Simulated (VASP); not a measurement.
# H (P6_3/mmc) in VASP: further runs, part 2 of 2

VASP 6.6.1. Earlier steps stand in the parts before.

## (4) Single point, PBE, collinear spin

File INCAR:

```
SYSTEM = H
PREC     = Accurate       ! precision mode
ENCUT    = 520            ! plane-wave cutoff, eV
EDIFF    = 1E-7           ! SCF threshold, eV
ISMEAR   = -4             ! smearing method
SIGMA    = 0.1            ! smearing width, eV
LREAL    = .FALSE.        ! projectors in reciprocal space
LASPH    = .TRUE.         ! aspherical terms in the spheres
NELM     = 150            ! most SCF steps
ALGO     = Normal         ! electronic algorithm
ISIF     = 2              ! what is computed and relaxed
LWAVE    = .FALSE.        ! write WAVECAR
LCHARG   = .TRUE.         ! write CHGCAR
ISPIN    = 2              ! spin polarisation
MAGMOM   = 1.03 1.03      ! initial moments
LORBIT   = 11             ! projections on sites
GGA      = PE             ! functional
LELF     = .TRUE.         ! ELF
LVHAR    = .TRUE.       
NBANDS   = 12             ! bands
```

File KPOINTS:

```
regular mesh
0
G
  3 3 2
  0 0 0
```

File POSCAR:

```
H
1.0
    5.1702470185      0.0000000000      0.0000000000
   -2.5851235093      4.4775652619      0.0000000000
    0.0000000000      0.0000000000      3.8495250000
H
2
Direct
    0.3333333333      0.6666666667      0.2500000000
    0.6666666667      0.3333333333      0.7500000000
```

Potentials or basis: VASP PAW PBE potentials, release 64 (H).

On the command line:

```console
cat potpaw_PBE.64/H/POTCAR > POTCAR
mpirun -np 1 vasp_std > vasp.out
```

OUTCAR:

```text
SYSTEM = H
   PREC = Accurate
   ENCUT = 520
   EDIFF = 1E-7
   ISMEAR = -4
   LREAL = .FALSE.
   LASPH = .TRUE.
   NELM = 150
   ISIF = 2
   ISPIN = 2
   LORBIT = 11
   GGA = PE

 ion  position               nearest neighbor table
   1  0.333  0.667  0.250-
   2  0.667  0.333  0.750-

  LATTYP: Found a hexagonal cell.
 ALAT       =     5.1702470185
 C/A-ratio  =     0.7445534007

  Lattice vectors:

[... 378 lines left out ...]
  in kB        0.8339871      0.8339871      2.3459889     -0.0000000      0.0000000      0.0000000
  external PRESSURE =       1.3379877 kB  Pullay stress =       0.0000000 kB

 VOLUME and BASIS-vectors are now :
 -----------------------------------------------------------------------------
  energy-cutoff  :      520.00
  volume of cell :       89.12
      direct lattice vectors                 reciprocal lattice vectors
     5.170247018  0.000000000  0.000000000     0.193414356  0.111667831  0.000000000
    -2.585123509  4.477565262  0.000000000     0.000000000  0.223335662  0.000000000
     0.000000000  0.000000000  3.849525000     0.000000000  0.000000000  0.259772310

 POSITION                                       TOTAL-FORCE (eV/Angst)
 -----------------------------------------------------------------------------------
     -0.00000      2.98504      0.96238         0.000000     -0.000000      0.000000
      2.58512      1.49252      2.88714        -0.000000      0.000000     -0.000000
 -----------------------------------------------------------------------------------
    total drift:                               -0.000000      0.000000     -0.000000

  FREE ENERGIE OF THE ION-ELECTRON SYSTEM (eV)
  ---------------------------------------------------
  free  energy   TOTEN  =        -2.2211320340 eV

  energy  without entropy=       -2.2211320340  energy(sigma->0) =       -2.22113203

 total charge

# of ion       s       p       d       tot
------------------------------------------
    1        0.382   0.000   0.000   0.382
    2        0.382   0.000   0.000   0.382
--------------------------------------------------
tot          0.764   0.000   0.000   0.764

 magnetization (x)

# of ion       s       p       d       tot
------------------------------------------
    1        0.382   0.000   0.000   0.382
    2        0.382   0.000   0.000   0.382
--------------------------------------------------
tot          0.764   0.000   0.000   0.764
```

OSZICAR:

```text
N       E                     dE             d eps       ncg     rms          rms(c)
DAV:   1     0.288493357701E+01    0.28849E+01   -0.55145E+02   288   0.101E+02
DAV:   2    -0.101680414308E+01   -0.39017E+01   -0.38274E+01   348   0.187E+01
[... 15 lines left out ...]
DAV:  18    -0.222112142548E+01   -0.11168E-04   -0.77450E-11   236   0.408E-05    0.399E-06
DAV:  19    -0.222112713629E+01   -0.57108E-05   -0.43578E-11   220   0.284E-05    0.466E-06
DAV:  20    -0.222113038056E+01   -0.32443E-05   -0.11732E-11   224   0.145E-05    0.893E-07
DAV:  21    -0.222113171348E+01   -0.13329E-05   -0.20226E-12   220   0.652E-06    0.539E-07
DAV:  22    -0.222113202813E+01   -0.31465E-06   -0.11413E-12   228   0.244E-06    0.510E-07
DAV:  23    -0.222113203402E+01   -0.58944E-08    0.82946E-13   236   0.559E-07
   1 F= -.22211320E+01 E0= -.22211320E+01  d E =0.000000E+00  mag=     2.0000
```

stdout:

```text
POSCAR found type information on POSCAR H
 POSCAR found :  1 types and       2 ions
 scaLAPACK will be used
 LDA part: xc-table for (Slater+PW92), standard interpolation
 POSCAR, INCAR and KPOINTS ok, starting setup
 FFT: planning ... GRIDC
 FFT: planning ... GRID_SOFT
 FFT: planning ... GRID
 WAVECAR not read
 entering main loop
 -----------------------------------------------------------------------------
|                                                                             |
|           W    W    AA    RRRRR   N    N  II  N    N   GGGG   !!!           |
|           W    W   A  A   R    R  NN   N  II  NN   N  G    G  !!!           |
|           W    W  A    A  R    R  N N  N  II  N N  N  G       !!!           |
|           W WW W  AAAAAA  RRRRR   N  N N  II  N  N N  G  GGG   !            |
|           WW  WW  A    A  R   R   N   NN  II  N   NN  G    G                |
|           W    W  A    A  R    R  N    N  II  N    N   GGGG   !!!           |
|                                                                             |
|     Tetrahedron method does not include variations of the Fermi             |
|     occupations, so forces and stress will be inaccurate. We suggest        |
|     using a different smearing scheme ISMEAR = 1 or 2 for metals in         |
|     relaxations.                                                            |
|                                                                             |
 -----------------------------------------------------------------------------
```

It took 58 s on 1 thread of AMD EPYC 7R13, shared host; peak memory 0.19 GiB.

What came out:

```yaml
Free_energy: -2.2211 eV
Pressure: 0.1 GPa
Band_gap_on_the_k_mesh: 6.61 eV (least direct gap 7.31 eV)
Net_moment: 2.00 μB per cell
Site_moments: H +0.38 μB
Valence_electrons_inside_the_program's_atomic_spheres: H 0.38
```

Levels at points of the mesh, in eV from the valence-band top:
Spin up:
```csv
k point,band 1,band 2,band 3,band 4,band 5,band 6
"(0.00, 0.00, 0.00)",-1.42,0.00,8.21,10.04,10.04,11.14
"(0.00, 0.00, 0.50)",-0.48,-0.48,8.24,8.24,12.24,12.24
```
Spin down:
```tsv
k point	band 1	band 2	band 3	band 4
(0.00, 0.00, 0.00)	10.25	16.71	16.71	18.49
(0.00, 0.00, 0.50)	12.76	12.76	19.22	19.22
```

Caveat: the k points lie up to 0.82 Å⁻¹ apart, too coarse for converged energies, forces and pressures; the atoms stand far beyond bonding distance. A k mesh can miss the band edges.

## (5) Single point, PBE, collinear spin

This run uses another cell than the first one, of 43.27 Å³/atom.

INCAR, as its differences from that of step 4:

```diff
@@ -3,4 +3,4 @@
 ENCUT    = 520            ! plane-wave cutoff, eV
-EDIFF    = 1E-7           ! SCF threshold, eV
-ISMEAR   = -4             ! smearing method
+EDIFF    = 1E-6           ! SCF threshold, eV
+ISMEAR   = 0              ! smearing method
 SIGMA    = 0.1            ! smearing width, eV
@@ -12,3 +12,3 @@
 LWAVE    = .FALSE.        ! write WAVECAR
-LCHARG   = .TRUE.         ! write CHGCAR
+LCHARG   = .FALSE.        ! write CHGCAR
 ISPIN    = 2              ! spin polarisation
@@ -17,4 +17,2 @@
 GGA      = PE             ! functional
-LELF     = .TRUE.         ! ELF
-LVHAR    = .TRUE.       
 NBANDS   = 12             ! bands
```

File KPOINTS:

```
regular mesh
0
G
  3 3 4
  0 0 0
```

File POSCAR:

```
H
1.0
    5.1197768956      0.0000000000      0.0000000000
   -2.5598884478      4.4338568533      0.0000000000
    0.0000000000      0.0000000000      3.8119472984
H
2
Direct
    0.3333333333      0.6666666667      0.2500000000
    0.6666666667      0.3333333333      0.7500000000
```

On the command line:

```console
cat potpaw_PBE.64/H/POTCAR > POTCAR
mpirun -np 1 vasp_std > vasp.out
```

Wall time 62 s (1 thread of AMD EPYC 7R13, shared host); peak memory 0.19 GiB.

It converged, with:

```
Free energy                                           : -2.2235 eV
Pressure                                              : 0.1 GPa
Band gap on the k mesh                                : 6.59 eV (least direct gap 7.33 eV)
Net moment                                            : 2.00 μB per cell
Site moments                                          : H +0.38 μB
Valence electrons inside the program's atomic spheres : H 0.38
```

Levels at points of the mesh, in eV from the valence-band top:
Spin up:
```csv
k point,band 1,band 2,band 3,band 4,band 5,band 6,band 7
"(0.00, 0.00, 0.00)",-1.49,0.00,8.28,10.09,10.09,11.22,11.22
"(0.00, 0.00, 0.50)",-0.51,-0.51,8.27,8.27,12.34,12.34,12.34
```
Spin down:
```tsv
k point	band 1	band 2	band 3
(0.00, 0.00, 0.00)	10.39	16.98	16.98
(0.00, 0.00, 0.50)	12.96	12.96	19.55
```

Caveat: the k points lie up to 0.47 Å⁻¹ apart; the atoms stand far beyond bonding distance. A k mesh can miss the band edges.

## (6) Overview

| level | cell | k mesh | smearing | gap on the mesh (eV) | pressure (GPa) | moment (μB) |
| --- | --- | --- | --- | --- | --- | --- |
| revPBE | a = 5.170, b = 5.170, c = 3.850 Å, angles 90.0, 90.0, 120.0°, 2 atoms | 2 × 2 × 2 | gaussian 0.1 eV | 7.17 | 0.2 | 2.00 |
| r2SCAN | a = 5.170, b = 5.170, c = 3.850 Å, angles 90.0, 90.0, 120.0°, 2 atoms | 1 × 1 × 5 | gaussian 0.1 eV | 4.59 | -0.2 | 2.00 |
| PBE | a = 5.170, b = 5.170, c = 3.850 Å, angles 90.0, 90.0, 120.0°, 2 atoms | 3 × 3 × 2 | tetrahedron | 6.61 | 0.1 | 2.00 |
| PBE | a = 5.120, b = 5.120, c = 3.812 Å, angles 90.0, 90.0, 120.0°, 2 atoms | 3 × 3 × 4 | gaussian 0.1 eV | 6.59 | 0.1 | 2.00 |

Alike in all rows: task single point; potentials or basis VASP PAW PBE potentials, release 64 (H); spin collinear; cutoff (eV) 520.

Caveats: all runs use coarse meshes; the atoms stand far beyond bonding distance; the PAW data sets were made with another functional, which shifts forces and pressure a little (at least some runs).

Absolute energies hang on the potentials; compare differences alone.
